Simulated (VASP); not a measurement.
# HgTe (Coloradoite) (F-43m) in VASP: further runs

HgTe (Coloradoite) is run at these levels: LDA; tasks: single point.

All numbers are computed with VASP 6.6.1; they aren't measurements. Logs are shortened: lines on timing, memory, paths and dates and some standing lists are left out, and cuts for length are marked.

## (1) The cell of the first run

Symmetry: F-43m, No. 216, cubic system. The conventional cell has a = 6.429 Å, b = 6.429 Å, c = 6.429 Å, α = 90.00°, β = 90.00°, γ = 90.00°. Hg (site symmetry -43m) has 4 Te at 2.78 Å within 3.7 Å. Within 3.7 Å of Te (site symmetry -43m) lie 4 Hg at 2.78 Å.

## (2) Single point, LDA, non-collinear spin, zero start, spin-orbit coupling

INCAR reads:

```
SYSTEM = HgTe
PREC = Accurate
ENCUT = 520
EDIFF = 1E-7
ISMEAR = -1
SIGMA = 0.05
LREAL = .False.
LASPH = .True.
NELM = 150
ALGO = Normal
ISIF = 2
LWAVE = .False.
LCHARG = .False.
MAGMOM = 0 0 0 0 0 0
LORBIT = 11
LSORBIT = .True.
GGA_COMPAT = .False.
LORBMOM = .True.
GGA = CA
NBANDS = 30
```

KPOINTS reads:

```
Automatic mesh
0
Gamma
  5 5 5
  0 0 0
```

POSCAR reads:

```
HgTe
1.0
    0.0000000000      3.2145000000      3.2145000000
    3.2145000000      0.0000000000      3.2145000000
    3.2145000000      3.2145000000      0.0000000000
Hg Te
1 1
Direct
    0.0000000000      0.0000000000      0.0000000000
    0.7500000000      0.7500000000      0.7500000000
```

Potentials or basis: VASP PAW LDA potentials, release 64 (Hg, Te).

Command:

```console
cat potpaw_LDA.64/Hg/POTCAR potpaw_LDA.64/Te/POTCAR > POTCAR
mpirun -np 1 vasp_ncl > vasp.out
```

OUTCAR:

```text
SYSTEM = HgTe
   PREC = Accurate
   ENCUT = 520
   EDIFF = 1E-7
   ISMEAR = -1
   LREAL = .False.
   LASPH = .True.
   NELM = 150
   ISIF = 2
   LORBIT = 11
   LSORBIT = .True.
   GGA = CA

 ion  position               nearest neighbor table
   1  0.000  0.000  0.000-   2 2.78   2 2.78   2 2.78   2 2.78
   2  0.750  0.750  0.750-   1 2.78   1 2.78   1 2.78   1 2.78

  LATTYP: Found a face centered cubic cell.
 ALAT       =     6.4290000000

  Lattice vectors:

 A1 = (   0.0000000000,   3.2145000000,   3.2145000000)
 A2 = (   3.2145000000,   0.0000000000,   3.2145000000)
 A3 = (   3.2145000000,   3.2145000000,   0.0000000000)

Analysis of symmetry for initial positions (statically):
=====================================================================
 Subroutine PRICEL returns:
 Original cell was already a primitive cell.

 Routine SETGRP: Setting up the symmetry group for a
 face centered cubic supercell.

 Subroutine GETGRP returns: Found 24 space group operations
 (whereof 24 operations were pure point group operations)
 out of a pool of 48 trial point group operations.

The static configuration has the point symmetry T_d .

Analysis of symmetry for dynamics (positions and initial velocities):
=====================================================================
 Subroutine PRICEL returns:
 Original cell was already a primitive cell.

 Routine SETGRP: Setting up the symmetry group for a
 face centered cubic supercell.

 Subroutine GETGRP returns: Found 24 space group operations
 (whereof 24 operations were pure point group operations)
 out of a pool of 48 trial point group operations.

The dynamic configuration has the point symmetry T_d .

Analysis of structural, dynamic, and magnetic symmetry:
=====================================================================
 Subroutine PRICEL returns:
 Original cell was already a primitive cell.

 Routine SETGRP: Setting up the symmetry group for a
 face centered cubic supercell.

 Subroutine GETGRP returns: Found 24 space group operations
 (whereof 24 operations were pure point group operations)
 out of a pool of 48 trial point group operations.

The overall configuration has the point symmetry T_d .

 Subroutine INISYM returns: Found 24 space group operations
 (whereof 24 operations are pure point group operations),
 and found     1 'primitive' translations

----------------------------------------------------------------------------------------

                                     Primitive cell

  volume of cell :      66.4309

  direct lattice vectors                    reciprocal lattice vectors
     0.000000000  3.214500000  3.214500000    -0.155545186  0.155545186  0.155545186
     3.214500000  0.000000000  3.214500000     0.155545186 -0.155545186  0.155545186
     3.214500000  3.214500000  0.000000000     0.155545186  0.155545186 -0.155545186

  length of vectors
     4.545989496  4.545989496  4.545989496     0.269412165  0.269412165  0.269412165

  position of ions in fractional coordinates (direct lattice)
     0.000000000  0.000000000  0.000000000
     0.750000000  0.750000000  0.750000000

  ion indices of the primitive-cell ions
   primitive index   ion index
                 1           1
                 2           2

----------------------------------------------------------------------------------------

 KPOINTS: Automatic mesh

Automatic generation of k-mesh.
 Grid dimensions read from file:
 generate k-points for:    5    5    5

 Generating k-lattice:

  Cartesian coordinates                     Fractional coordinates (reciprocal lattice)
    -0.031109037  0.031109037  0.031109037     0.200000000  0.000000000  0.000000000
     0.031109037 -0.031109037  0.031109037     0.000000000  0.200000000  0.000000000
     0.031109037  0.031109037 -0.031109037     0.000000000  0.000000000  0.200000000

  Length of vectors
     0.053882433  0.053882433  0.053882433

  Shift w.r.t. Gamma in fractional coordinates (k-lattice)
     0.000000000  0.000000000  0.000000000

 Subroutine IBZKPT returns following result:
 ===========================================

 Found     14 irreducible k-points:

 Following reciprocal coordinates:
            Coordinates               Weight
  0.000000  0.000000  0.000000      1.000000
  0.200000  0.000000  0.000000      4.000000
 -0.200000  0.000000  0.000000      4.000000
  0.400000  0.000000  0.000000      4.000000
 -0.400000  0.000000  0.000000      4.000000
  0.200000  0.200000  0.000000      6.000000
  0.400000  0.200000  0.000000     12.000000
 -0.400000 -0.200000  0.000000     12.000000
 -0.400000  0.200000  0.000000     12.000000
[... 30 lines left out ...]
   ISYM   =      2    0-nonsym 1-usesym 2-fastsym
   POTIM  = 0.5000    time-step for ionic-motion
   TEBEG  =    0.0;   TEEND  =   0.0 temperature during run
   PSTRESS=    0.0 pullay stress
   NELECT =      18.0000    total number of electrons
   NUPDOWN=      -1.0000    fix difference up-down
   EMIN   =  10.00;   EMAX   =-10.00  energy-range for DOS
   EFERMI =   0.00;   METHOD = LEGACY
   ISMEAR =    -1;   SIGMA  =   0.05  broadening in eV -4-tet -1-fermi 0-gaus
   EFERMI_NEDOS =   21; number of points for ismear=-14 and -15
   IALGO  =     38    algorithm
   IMIX   =      4    mixing-type and parameters
     AMIX     =   0.40;   BMIX     =  1.00
     AMIX_MAG =   1.60;   BMIX_MAG =  1.00
  volume/ion in A,a.u.               =      33.22       224.15
  Fermi-wavevector in a.u.,A,eV,Ry     =   1.059357  2.001894 15.268958  1.122237
  Thomas-Fermi vector in A             =   2.194699
   LORBIT       =     11    0 simple, 1 ext, 2 COOP (PROOUT), +10 PAW based schemes
   GGA     = CA    functional components
   LHFCALC =     F    Hartree Fock is set to
   AEXX    =    0.0000 exact exchange contribution
   IVDW    =     0    specifies the selected vdW correction
   LEPSILON=     F    determine dielectric tensor
   LRPA    =     F    only Hartree local field effects (RPA)
  energy-cutoff  :      520.00
  volume of cell :       66.43
 maximum number of plane-waves:      3614
 NGX is ok and might be reduce to    36
   NGX = 17   NGY = 17   NGZ = 17

 number of electron      18.0000000 magnetization       0.0000000      0.0000000      0.0000000

 number of electron      18.0000000 magnetization      -0.0000000      0.0000000     -0.0000000

 number of electron      18.0000000 magnetization       0.0000000     -0.0000000      0.0000000

 number of electron      18.0000000 magnetization      -0.0000000     -0.0000000     -0.0000000

 Free energy of the ion-electron system (eV)
  ---------------------------------------------------
  ext. energy  EPLUGINS =         0.00000000
  ---------------------------------------------------
  free energy    TOTEN  =        -5.42042116 eV

  energy without entropy =       -5.41924530  energy(sigma->0) =       -5.41983323

 E-fermi :   3.3501     XC(G=0):  -9.1670

 val. band max:        2.9873625378   @ k =   0.2000   0.0000   0.0000
 cond. band min:       3.3504111366   @ k =   0.0000   0.0000   0.0000
 fundamental gap:      0.3630485989
 Fermi energy:         3.3500556332

 k-point     1 :       0.0000    0.0000    0.0000
  band No.  band energies     occupation
      1      -9.0672      1.00000
      2      -9.0672      1.00000
      3      -5.2207      1.00000
      4      -5.2207      1.00000
      5      -5.2207      1.00000
      6      -5.2207      1.00000
[... 451 lines left out ...]
     29      13.0001      0.00000
     30      13.1205      0.00000

------------------------ aborting loop because EDIFF is reached ----------------------------------------

  FORCE on cell =-STRESS in cart. coord.  units (eV):
  Direction    XX          YY          ZZ          XY          YZ          ZX
  --------------------------------------------------------------------------------------
  -------------------------------------------------------------------------------------
  Total        0.1327748      0.1327748      0.1327748     -0.0000000      0.0000000      0.0000000
  in kB        3.2022553      3.2022553      3.2022553     -0.0000000      0.0000000      0.0000000
  external PRESSURE =       3.2022553 kB  Pullay stress =       0.0000000 kB

 VOLUME and BASIS-vectors are now :
 -----------------------------------------------------------------------------
  energy-cutoff  :      520.00
  volume of cell :       66.43
      direct lattice vectors                 reciprocal lattice vectors
     0.000000000  3.214500000  3.214500000    -0.155545186  0.155545186  0.155545186
     3.214500000  0.000000000  3.214500000     0.155545186 -0.155545186  0.155545186
     3.214500000  3.214500000  0.000000000     0.155545186  0.155545186 -0.155545186

 POSITION                                       TOTAL-FORCE (eV/Angst)
 -----------------------------------------------------------------------------------
      0.00000      0.00000      0.00000        -0.000000     -0.000000     -0.000000
      4.82175      4.82175      4.82175         0.000000      0.000000      0.000000
 -----------------------------------------------------------------------------------
    total drift:                               -0.000000     -0.000000     -0.000000

  FREE ENERGIE OF THE ION-ELECTRON SYSTEM (eV)
  ---------------------------------------------------
  free  energy   TOTEN  =        -5.4204211644 eV

  energy  without entropy=       -5.4192453035  energy(sigma->0) =       -5.41983323

 orbital moment (x)

 # of ion     p       d       tot
 ----------------------------------------
  1         0.000   0.000   0.000
  2        -0.000  -0.000  -0.000
 ----------------------------------------
           -0.000   0.000   0.000

 orbital moment (y)

 # of ion     p       d       tot
 ----------------------------------------
  1         0.000   0.000   0.000
  2         0.000   0.000   0.000
 ----------------------------------------
            0.000   0.000   0.000

 orbital moment (z)

 # of ion     p       d       tot
 ----------------------------------------
  1         0.000   0.000   0.000
  2         0.000  -0.000  -0.000
 ----------------------------------------
            0.000  -0.000  -0.000

 Spin-Orbit-Coupling matrix elements

 Ion:    1  E_soc:     -0.6189028
 l=   1
     0.0000000    -0.0342689    -0.0342689
    -0.0342689     0.0000000    -0.0342689
    -0.0342689    -0.0342689     0.0000000
 l=   2
     0.0000000    -0.0136910     0.0000000    -0.0136910    -0.0551906
    -0.0136910     0.0000000    -0.0413930    -0.0136910    -0.0137977
     0.0000000    -0.0413930     0.0000000    -0.0413930     0.0000000
    -0.0136910    -0.0136910    -0.0413930     0.0000000    -0.0137977
    -0.0551906    -0.0137977     0.0000000    -0.0137977     0.0000000
 l=   3
     0.0000000     0.0000000     0.0000000     0.0000000     0.0000000     0.0000000     0.0000000
     0.0000000     0.0000000     0.0000000     0.0000000     0.0000000     0.0000000     0.0000000
     0.0000000     0.0000000     0.0000000     0.0000000     0.0000000     0.0000000     0.0000000
     0.0000000     0.0000000     0.0000000     0.0000000     0.0000000     0.0000000     0.0000000
     0.0000000     0.0000000     0.0000000     0.0000000     0.0000000     0.0000000     0.0000000
     0.0000000     0.0000000     0.0000000     0.0000000     0.0000000     0.0000000     0.0000000
     0.0000000     0.0000000     0.0000000     0.0000000     0.0000000     0.0000000     0.0000000

 Ion:    2  E_soc:     -0.2263246
 l=   1
     0.0000000    -0.0375485    -0.0375485
    -0.0375485     0.0000000    -0.0375485
    -0.0375485    -0.0375485     0.0000000
 l=   2
     0.0000000    -0.0000669     0.0000000    -0.0000669    -0.0001054
    -0.0000669     0.0000000    -0.0000790    -0.0000669    -0.0000263
     0.0000000    -0.0000790     0.0000000    -0.0000790     0.0000000
    -0.0000669    -0.0000669    -0.0000790     0.0000000    -0.0000263
    -0.0001054    -0.0000263     0.0000000    -0.0000263     0.0000000
 l=   3
     0.0000000     0.0000000     0.0000000     0.0000000     0.0000000     0.0000000     0.0000000
     0.0000000     0.0000000     0.0000000     0.0000000     0.0000000     0.0000000     0.0000000
     0.0000000     0.0000000     0.0000000     0.0000000     0.0000000     0.0000000     0.0000000
     0.0000000     0.0000000     0.0000000     0.0000000     0.0000000     0.0000000     0.0000000
     0.0000000     0.0000000     0.0000000     0.0000000     0.0000000     0.0000000     0.0000000
     0.0000000     0.0000000     0.0000000     0.0000000     0.0000000     0.0000000     0.0000000
     0.0000000     0.0000000     0.0000000     0.0000000     0.0000000     0.0000000     0.0000000

 total charge

# of ion       s       p       d       tot
------------------------------------------
    1        0.757   0.449   9.353  10.559
    2        1.373   1.981   0.037   3.391
--------------------------------------------------
tot          2.130   2.430   9.390  13.950

 magnetization (x)

# of ion       s       p       d       tot
------------------------------------------
    1       -0.000   0.000   0.000  -0.000
    2        0.000   0.000  -0.000   0.000
--------------------------------------------------
tot         -0.000   0.000  -0.000   0.000

 magnetization (y)

# of ion       s       p       d       tot
------------------------------------------
    1        0.000   0.000   0.000   0.000
    2        0.000   0.000   0.000   0.000
--------------------------------------------------
tot          0.000   0.000   0.000   0.000

 magnetization (z)

# of ion       s       p       d       tot
------------------------------------------
    1       -0.000   0.000   0.000   0.000
    2       -0.000   0.000   0.000   0.000
--------------------------------------------------
tot         -0.000   0.000   0.000   0.000
```

Wall time 84 s (1 thread of Intel Xeon Platinum 8559C (Emerald Rapids), shared host); peak memory 0.3 GiB.

Results:

```
Free energy                                           : -5.4204 eV
Pressure                                              : 0.3 GPa
Net moment                                            : 0.00 μB per cell
Valence electrons inside the program's atomic spheres : Hg 10.56; Te 3.39
```

Moments on the atoms (μB; x, y, z):
```
Hg  0.00 0.00 0.00
Te  0.00 0.00 0.00
```

## (3) Single point, LDA (volume scaled by 0.94)

INCAR reads:

```
SYSTEM = HgTe
ALGO = Normal ; EDIFF = 1E-6
ENCUT = 520 ; GGA = CA
ISIF = 2 ; ISMEAR = -1
LASPH = .TRUE. ; LCHARG = .FALSE.
LREAL = .FALSE. ; LWAVE = .FALSE.
NBANDS = 16 ; NELM = 60
PREC = Accurate ; SIGMA = 0.05
```

KPOINTS reads:

```
k-points
0
G
  7 7 7
  0 0 0
```

POSCAR reads:

```
HgTe
1.0
    0.0000000000      3.1488795465      3.1488795465
    3.1488795465      0.0000000000      3.1488795465
    3.1488795465      3.1488795465      0.0000000000
Hg Te
1 1
Direct
    0.0000000000      0.0000000000      0.0000000000
    0.7500000000      0.7500000000      0.7500000000
```

Potentials or basis: VASP PAW LDA potentials, release 64 (Hg, Te).

Command:

```console
cat potpaw_LDA.64/Hg/POTCAR potpaw_LDA.64/Te/POTCAR > POTCAR
mpirun -np 1 vasp_std > vasp.out
```

OUTCAR:

```text
SYSTEM = HgTe
   EDIFF = 1E-6
   ENCUT = 520
   GGA = CA
   ISIF = 2
   ISMEAR = -1
   LASPH = .TRUE.
   LREAL = .FALSE.
   NELM = 60
   PREC = Accurate

 ion  position               nearest neighbor table
   1  0.000  0.000  0.000-   2 2.73   2 2.73   2 2.73   2 2.73
   2  0.750  0.750  0.750-   1 2.73   1 2.73   1 2.73   1 2.73

  LATTYP: Found a face centered cubic cell.
 ALAT       =     6.2977590930

  Lattice vectors:

 A1 = (   0.0000000000,   3.1488795465,   3.1488795465)
[... 559 lines left out ...]
------------------------ aborting loop because EDIFF is reached ----------------------------------------

  FORCE on cell =-STRESS in cart. coord.  units (eV):
  Direction    XX          YY          ZZ          XY          YZ          ZX
  --------------------------------------------------------------------------------------
  -------------------------------------------------------------------------------------
  Total        1.5623462      1.5623462      1.5623462      0.0000000      0.0000000      0.0000000
  in kB       40.0857227     40.0857227     40.0857227      0.0000000      0.0000000      0.0000000
  external PRESSURE =      40.0857227 kB  Pullay stress =       0.0000000 kB

 VOLUME and BASIS-vectors are now :
 -----------------------------------------------------------------------------
  energy-cutoff  :      520.00
  volume of cell :       62.45
      direct lattice vectors                 reciprocal lattice vectors
     0.000000000  3.148879546  3.148879546    -0.158786639  0.158786639  0.158786639
     3.148879546  0.000000000  3.148879546     0.158786639 -0.158786639  0.158786639
     3.148879546  3.148879546  0.000000000     0.158786639  0.158786639 -0.158786639

 POSITION                                       TOTAL-FORCE (eV/Angst)
 -----------------------------------------------------------------------------------
      0.00000      0.00000      0.00000         0.000000     -0.000000      0.000000
      4.72332      4.72332      4.72332        -0.000000      0.000000     -0.000000
 -----------------------------------------------------------------------------------
    total drift:                                0.000000      0.000000      0.000000

  FREE ENERGIE OF THE ION-ELECTRON SYSTEM (eV)
  ---------------------------------------------------
  free  energy   TOTEN  =        -4.9783711363 eV

  energy  without entropy=       -4.9777420445  energy(sigma->0) =       -4.97805659
```

stdout:

```text
POSCAR found type information on POSCAR HgTe
 POSCAR found :  2 types and       2 ions
 scaLAPACK will be used
 LDA part: xc-table for (Slater(with rela. corr.)+CA(PZ))
 , standard interpolation
 POSCAR, INCAR and KPOINTS ok, starting setup
 FFT: planning ... GRIDC
 FFT: planning ... GRID_SOFT
 FFT: planning ... GRID
 WAVECAR not read
 entering main loop
```

Run time: 16 s. Hardware: 1 thread of Intel Xeon Platinum 8488C (Sapphire Rapids), shared host; peak memory 0.17 GiB.

What came out:

```yaml
Free_energy: -4.9784 eV
Pressure: 4.0 GPa
Band_gap_on_the_k_mesh: zero (filled and empty bands touch)
```

Levels at points of the mesh, in eV from the Fermi level:
| k point | band 6 | band 7 | band 8 | band 9 | band 10 | band 11 | band 12 | band 13 |
| --- | --- | --- | --- | --- | --- | --- | --- | --- |
| (0.00, 0.00, 0.00) | -7.28 | -0.71 | -0.04 | -0.04 | -0.04 | 3.97 | 3.97 | 3.97 |

Caveat: spin-orbit coupling is left out, which moves the levels of the heavy elements.

## (4) Single point, LDA (volume scaled by 0.96)

INCAR reads:

```
ALGO = Normal
EDIFF = 1E-7
ENCUT = 520
ISIF = 2
ISMEAR = -1
LASPH = T
LCHARG = F
LREAL = F
LWAVE = F
NBANDS = 16
NELM = 100
PREC = Accurate
SIGMA = 0.05
```

KPOINTS reads:

```
k-points
0
Gamma
  7 7 7
```

POSCAR reads:

```
HgTe
1.0
    0.0000000000      3.1710554852      3.1710554852
    3.1710554852      0.0000000000      3.1710554852
    3.1710554852      3.1710554852      0.0000000000
Hg Te
1 1
Direct
    0.0000000000      0.0000000000      0.0000000000
    0.7500000000      0.7500000000      0.7500000000
```

Command:

```console
cat potpaw_LDA.64/Hg/POTCAR potpaw_LDA.64/Te/POTCAR > POTCAR
mpirun -np 1 vasp_std > vasp.out
```

It took 16 s on 1 thread of Intel Xeon Platinum 8488C (Sapphire Rapids), shared host; peak memory 0.17 GiB.

Results (log left out):

* Free energy: -5.0064 eV
* Pressure: 2.7 GPa
* Band gap on the k mesh: zero (filled and empty bands touch)

Levels at points of the mesh, in eV from the Fermi level:
| k point | band 7 | band 8 | band 9 | band 10 | band 11 | band 12 |
| --- | --- | --- | --- | --- | --- | --- |
| (0.00, 0.00, 0.00) | -0.77 | -0.04 | -0.04 | -0.04 | 4.01 | 4.01 |

Caveat: spin-orbit coupling is left out, which moves the levels of the heavy elements.

## (5) The runs side by side

| spin | cell | k mesh | gap on the mesh (eV) | pressure (GPa) |
| --- | --- | --- | --- | --- |
| non-collinear, zero start, SOC | a = 4.546 Å, angles 60.0°, 2 atoms | 5 × 5 × 5 | - | 0.3 |
| off | a = 4.453 Å, angles 60.0°, 2 atoms | 7 × 7 × 7 | none | 4.0 |
| off | a = 4.485 Å, angles 60.0°, 2 atoms | 7 × 7 × 7 | none | 2.7 |

Alike in all rows: task single point; level LDA; potentials or basis VASP PAW LDA potentials, release 64 (Hg, Te); cutoff (eV) 520; smearing fermi-dirac 0.05 eV.

Caveats: spin-orbit coupling is left out, which moves the levels of the heavy elements (some runs).

Total energies depend on the potentials used, so only differences within one code and one set of settings carry meaning.
